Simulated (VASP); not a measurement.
# Sr (Im-3m) in VASP: single point with PBE

Aim: the single point of Sr with PBE.

Everything below comes from runs of VASP 6.6.1. Logs are shortened: lines on timing, memory, paths and dates and some standing lists are left out, and cuts for length are marked.

**1. The cell of the first run**

Symmetry: Im-3m, No. 229, cubic system. Conventional cell: a = 4.804 Å, b = 4.804 Å, c = 4.804 Å, α = 90.00°, β = 90.00°, γ = 90.00°. Sr (site symmetry m-3m) has 14 Sr at 4.16 to 4.80 Å within 5.5 Å.

This isn't the form of Sr at room conditions, which is fcc.

**2. Single point, PBE, non-collinear spin, zero start, spin-orbit coupling**

INCAR reads:

```
SYSTEM = Sr
PREC     = Accurate       ! precision mode
ENCUT    = 520            ! plane-wave cutoff, eV
EDIFF    = 1E-6           ! SCF threshold, eV
ISMEAR   = -1             ! smearing method
SIGMA    = 0.05           ! smearing width, eV
LREAL    = .False.        ! projectors in reciprocal space
LASPH    = .True.         ! aspherical terms in the spheres
NELM     = 150            ! most SCF steps
ALGO     = Normal         ! electronic algorithm
ISIF     = 2              ! what is computed and relaxed
LWAVE    = .False.        ! write WAVECAR
LCHARG   = .False.        ! write CHGCAR
MAGMOM   = 0 0 0          ! initial moments
LORBIT   = 11             ! projections on sites
LSORBIT  = .True.         ! spin-orbit coupling
GGA_COMPAT= .False.      
LORBMOM  = .True.       
GGA      = PE             ! functional
NBANDS   = 21             ! bands
```

KPOINTS reads:

```
Automatic mesh
0
Gamma
  10 10 10
  0 0 0
```

POSCAR reads:

```
Sr
1.0
   -2.4022136893      2.4022136893      2.4022136893
    2.4022136893     -2.4022136893      2.4022136893
    2.4022136893      2.4022136893     -2.4022136893
Sr
1
Direct
    0.0000000000      0.0000000000      0.0000000000
```

Potentials or basis: VASP PAW PBE potentials, release 64 (Sr_sv).

Run with:

```
$ cat potpaw_PBE.64/Sr_sv/POTCAR > POTCAR
$ mpirun -np 1 vasp_ncl > vasp.out
```

OUTCAR:

```text
SYSTEM = Sr
   PREC = Accurate
   ENCUT = 520
   EDIFF = 1E-6
   ISMEAR = -1
   LREAL = .False.
   LASPH = .True.
   NELM = 150
   ISIF = 2
   LORBIT = 11
   LSORBIT = .True.
   GGA = PE

 ion  position               nearest neighbor table
   1  0.000  0.000  0.000-

  LATTYP: Found a body centered cubic cell.
 ALAT       =     4.8044273786

  Lattice vectors:

 A1 = (  -2.4022136893,   2.4022136893,   2.4022136893)
 A2 = (   2.4022136893,  -2.4022136893,   2.4022136893)
 A3 = (   2.4022136893,   2.4022136893,  -2.4022136893)

Analysis of symmetry for initial positions (statically):
=====================================================================
 Subroutine PRICEL returns:
 Original cell was already a primitive cell.

 Routine SETGRP: Setting up the symmetry group for a
 body centered cubic supercell.

 Subroutine GETGRP returns: Found 48 space group operations
 (whereof 48 operations were pure point group operations)
 out of a pool of 48 trial point group operations.

The static configuration has the point symmetry O_h .

Analysis of symmetry for dynamics (positions and initial velocities):
=====================================================================
 Subroutine PRICEL returns:
 Original cell was already a primitive cell.

 Routine SETGRP: Setting up the symmetry group for a
 body centered cubic supercell.

 Subroutine GETGRP returns: Found 48 space group operations
 (whereof 48 operations were pure point group operations)
 out of a pool of 48 trial point group operations.

The dynamic configuration has the point symmetry O_h .

Analysis of structural, dynamic, and magnetic symmetry:
=====================================================================
 Subroutine PRICEL returns:
 Original cell was already a primitive cell.

 Routine SETGRP: Setting up the symmetry group for a
 body centered cubic supercell.

 Subroutine GETGRP returns: Found 48 space group operations
 (whereof 48 operations were pure point group operations)
 out of a pool of 48 trial point group operations.

The overall configuration has the point symmetry O_h .

 Subroutine INISYM returns: Found 48 space group operations
 (whereof 48 operations are pure point group operations),
 and found     1 'primitive' translations

----------------------------------------------------------------------------------------

                                     Primitive cell

  volume of cell :      55.4492

  direct lattice vectors                    reciprocal lattice vectors
    -2.402213689  2.402213689  2.402213689     0.000000000  0.208141350  0.208141350
     2.402213689 -2.402213689  2.402213689     0.208141350  0.000000000  0.208141350
     2.402213689  2.402213689 -2.402213689     0.208141350  0.208141350  0.000000000

  length of vectors
     4.160756161  4.160756161  4.160756161     0.294356320  0.294356320  0.294356320

  position of ions in fractional coordinates (direct lattice)
     0.000000000  0.000000000  0.000000000

  ion indices of the primitive-cell ions
   primitive index   ion index
                 1           1

----------------------------------------------------------------------------------------

 KPOINTS: Automatic mesh

Automatic generation of k-mesh.
 Grid dimensions read from file:
 generate k-points for:   10   10   10

 Generating k-lattice:

  Cartesian coordinates                     Fractional coordinates (reciprocal lattice)
     0.000000000  0.020814135  0.020814135     0.100000000  0.000000000  0.000000000
     0.020814135  0.000000000  0.020814135     0.000000000  0.100000000  0.000000000
     0.020814135  0.020814135  0.000000000     0.000000000  0.000000000  0.100000000

  Length of vectors
     0.029435632  0.029435632  0.029435632

  Shift w.r.t. Gamma in fractional coordinates (k-lattice)
     0.000000000  0.000000000  0.000000000

[... 45 lines left out ...]
   LNONCOLLINEAR =      T non collinear calculations
   LSORBIT =      T    spin-orbit coupling
   LASPH  =      T    aspherical Exc in radial PAW
   ENCUT  =  520.0 eV  38.22 Ry    6.18 a.u.   7.74  7.74  7.74*2*pi/ulx,y,z
   NELM   =    150;   NELMIN=  2; NELMDL= -5     # of ELM steps
   EDIFF  = 0.1E-05   stopping-criterion for ELM
   LREAL  =      F    real-space projection
   EDIFFG = 0.1E-04   stopping-criterion for IOM
   NSW    =      0    number of steps for IOM
   IBRION =     -1    ionic relax: 0-MD 1-quasi-New 2-CG
   NFREE  =      0    steps in history (QN), initial steepest desc. (CG)
   ISIF   =      2    stress and relaxation
   ISYM   =      2    0-nonsym 1-usesym 2-fastsym
   POTIM  = 0.5000    time-step for ionic-motion
   TEBEG  =    0.0;   TEEND  =   0.0 temperature during run
   PSTRESS=    0.0 pullay stress
   NELECT =      10.0000    total number of electrons
   NUPDOWN=      -1.0000    fix difference up-down
   EMIN   =  10.00;   EMAX   =-10.00  energy-range for DOS
   EFERMI =   0.00;   METHOD = LEGACY
   ISMEAR =    -1;   SIGMA  =   0.05  broadening in eV -4-tet -1-fermi 0-gaus
   EFERMI_NEDOS =   21; number of points for ismear=-14 and -15
   IALGO  =     38    algorithm
   IMIX   =      4    mixing-type and parameters
     AMIX     =   0.40;   BMIX     =  1.00
     AMIX_MAG =   1.60;   BMIX_MAG =  1.00
  volume/ion in A,a.u.               =      55.45       374.19
  Fermi-wavevector in a.u.,A,eV,Ry     =   0.924932  1.747868 11.639776  0.855499
  Thomas-Fermi vector in A             =   2.050732
   LORBIT       =     11    0 simple, 1 ext, 2 COOP (PROOUT), +10 PAW based schemes
   GGA     = PE    functional components
   LHFCALC =     F    Hartree Fock is set to
   AEXX    =    0.0000 exact exchange contribution
   IVDW    =     0    specifies the selected vdW correction
   LEPSILON=     F    determine dielectric tensor
   LRPA    =     F    only Hartree local field effects (RPA)
  energy-cutoff  :      520.00
  volume of cell :       55.45
 maximum number of plane-waves:      3016
   NGX = 15   NGY = 15   NGZ = 15

 number of electron      10.0000000 magnetization       0.0000000      0.0000000      0.0000000

 number of electron      10.0000000 magnetization      -0.0000000      0.0000000      0.0000000

 number of electron      10.0000000 magnetization       0.0000000     -0.0000000     -0.0000000

 Free energy of the ion-electron system (eV)
  ---------------------------------------------------
  ext. energy  EPLUGINS =         0.00000000
  ---------------------------------------------------
  free energy    TOTEN  =        -1.72441189 eV

  energy without entropy =       -1.71473712  energy(sigma->0) =       -1.71957451

 E-fermi :   1.5733     XC(G=0):  -7.3233

 val. band max:        1.5401291185   @ k =   0.5000   0.5000   0.3000
 cond. band min:       1.6290858690   @ k =   0.5000   0.5000   0.2000
 fundamental gap:      0.0889567505
 Fermi energy:         1.5732555977

 k-point     1 :       0.0000    0.0000    0.0000
  band No.  band energies     occupation
      1     -35.0700      1.00000
      2     -35.0700      1.00000
      3     -17.7357      1.00000
      4     -17.7357      1.00000
      5     -16.5903      1.00000
      6     -16.5903      1.00000
[... 565 lines left out ...]
     20       5.6426      0.00000
     21       8.3256      0.00000

 [... further k-points ...]

------------------------ aborting loop because EDIFF is reached ----------------------------------------

  FORCE on cell =-STRESS in cart. coord.  units (eV):
  Direction    XX          YY          ZZ          XY          YZ          ZX
  --------------------------------------------------------------------------------------
  -------------------------------------------------------------------------------------
  Total       -0.1113998     -0.1113998     -0.1113998      0.0000000     -0.0000000      0.0000000
  in kB       -3.2188462     -3.2188462     -3.2188462      0.0000000     -0.0000000      0.0000000
  external PRESSURE =      -3.2188462 kB  Pullay stress =       0.0000000 kB

 VOLUME and BASIS-vectors are now :
 -----------------------------------------------------------------------------
  energy-cutoff  :      520.00
  volume of cell :       55.45
      direct lattice vectors                 reciprocal lattice vectors
    -2.402213689  2.402213689  2.402213689     0.000000000  0.208141350  0.208141350
     2.402213689 -2.402213689  2.402213689     0.208141350  0.000000000  0.208141350
     2.402213689  2.402213689 -2.402213689     0.208141350  0.208141350  0.000000000

 POSITION                                       TOTAL-FORCE (eV/Angst)
 -----------------------------------------------------------------------------------
      0.00000      0.00000      0.00000         0.000000      0.000000      0.000000
 -----------------------------------------------------------------------------------
    total drift:                                0.000000      0.000000      0.000000

  FREE ENERGIE OF THE ION-ELECTRON SYSTEM (eV)
  ---------------------------------------------------
  free  energy   TOTEN  =        -1.7244118897 eV

  energy  without entropy=       -1.7147371207  energy(sigma->0) =       -1.71957451

 orbital moment (x)

 # of ion     p       d       tot
 ----------------------------------------
  1         0.000   0.000   0.000
 ----------------------------------------
            0.000   0.000   0.000

 orbital moment (y)

 # of ion     p       d       tot
 ----------------------------------------
  1        -0.000  -0.000  -0.000
 ----------------------------------------
           -0.000  -0.000  -0.000

 orbital moment (z)

 # of ion     p       d       tot
 ----------------------------------------
  1         0.000  -0.000  -0.000
 ----------------------------------------
            0.000  -0.000  -0.000

 Spin-Orbit-Coupling matrix elements

 Ion:    1  E_soc:     -0.1771948
 l=   1
     0.0000000    -0.0295335    -0.0295335
    -0.0295335     0.0000000    -0.0295335
    -0.0295335    -0.0295335     0.0000000
 l=   2
     0.0000000     0.0000034     0.0000000     0.0000034    -0.0000024
     0.0000034     0.0000000    -0.0000018     0.0000034    -0.0000006
     0.0000000    -0.0000018     0.0000000    -0.0000018     0.0000000
     0.0000034     0.0000034    -0.0000018     0.0000000    -0.0000006
    -0.0000024    -0.0000006     0.0000000    -0.0000006     0.0000000
 l=   3
     0.0000000     0.0000000     0.0000000     0.0000000     0.0000000     0.0000000     0.0000000
     0.0000000     0.0000000     0.0000000     0.0000000     0.0000000     0.0000000     0.0000000
     0.0000000     0.0000000     0.0000000     0.0000000     0.0000000     0.0000000     0.0000000
     0.0000000     0.0000000     0.0000000     0.0000000     0.0000000     0.0000000     0.0000000
     0.0000000     0.0000000     0.0000000     0.0000000     0.0000000     0.0000000     0.0000000
     0.0000000     0.0000000     0.0000000     0.0000000     0.0000000     0.0000000     0.0000000
     0.0000000     0.0000000     0.0000000     0.0000000     0.0000000     0.0000000     0.0000000

 total charge

# of ion       s       p       d       tot
------------------------------------------
    1        2.063   5.732   0.136   7.930

 magnetization (x)

# of ion       s       p       d       tot
------------------------------------------
    1        0.000   0.000   0.000   0.000

 magnetization (y)

# of ion       s       p       d       tot
------------------------------------------
    1        0.000  -0.000   0.000   0.000

 magnetization (z)

# of ion       s       p       d       tot
------------------------------------------
    1        0.000  -0.000   0.000   0.000
```

It took 3.5 min on 1 thread of AMD EPYC, shared host; peak memory 0.3 GiB.

Results:

* Free energy: -1.7244 eV
* Pressure: -0.3 GPa
* Net moment: 0.00 μB per cell
* Valence electrons inside the program's atomic spheres: Sr 7.93

Moments on the atoms (μB; x, y, z):
```
Sr  0.00 0.00 0.00
```
